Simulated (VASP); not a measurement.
Write the native input for VASP 6.6.1 that does the following.

* Task: single point
* Functional: revPBE
* Potentials or basis: VASP PAW PBE potentials, release 64 (Rb_sv, Mg)
* Cutoff: 520 eV
* k mesh: 3 × 3 × 5
* Occupations: methfessel-paxton, width 0.1 eV
* Spin: no spin polarisation
* Dipole correction: no
* Further INCAR settings: ALGO = Normal; EDIFF = 1e-07; NBANDS = 25

The structure of RbMg3 lies in POSCAR:

```
RbMg3
1.0
    8.5637872700      0.0000000000      0.0000000000
   -4.2818936400      7.4164573300      0.0000000000
    0.0000000000      0.0000000000      5.0136904900
Rb Mg
2 6
Direct
    0.3333333300      0.6666666700      0.7500000000
    0.6666666700      0.3333333300      0.2500000000
    0.2412293700      0.1206146900      0.7500000000
    0.8793853200      0.1206146900      0.7500000000
    0.8793853200      0.7587706300      0.7500000000
    0.1206146900      0.2412293700      0.2500000000
    0.1206146900      0.8793853200      0.2500000000
    0.7587706300      0.8793853200      0.2500000000
```

The input as run:

INCAR

```
SYSTEM = RbMg3
PREC = Accurate
ENCUT = 520
EDIFF = 1E-7
ISMEAR = 1
SIGMA = 0.1
LREAL = .False.
LASPH = .True.
NELM = 60
ALGO = Normal
ISIF = 2
LWAVE = .False.
LCHARG = .False.
GGA = RE
NBANDS = 25
```

KPOINTS

```
Automatic mesh
0
Gamma
  3 3 5
  0 0 0
```

Potentials or basis: VASP PAW PBE potentials, release 64 (Rb_sv, Mg).

Run with:

```bash
$ cat potpaw_PBE.64/Rb_sv/POTCAR potpaw_PBE.64/Mg/POTCAR > POTCAR
$ mpirun -np 1 vasp_std > vasp.out
```

Results of the run:

- Pressure: 0.7 GPa
- Largest force: 0.149 eV/Å
- Band gap on the k mesh: zero (band 15 reaches 0.90 eV, above the bottom of band 16 at 0.75 eV)

Caveat: the PAW data sets were made with another functional, which shifts forces and pressure a little.

Wall time 46 s on 1 thread of Intel(R) Xeon(R) 6975P-C (Granite Rapids) (shared host), peak memory 0.43 GiB.
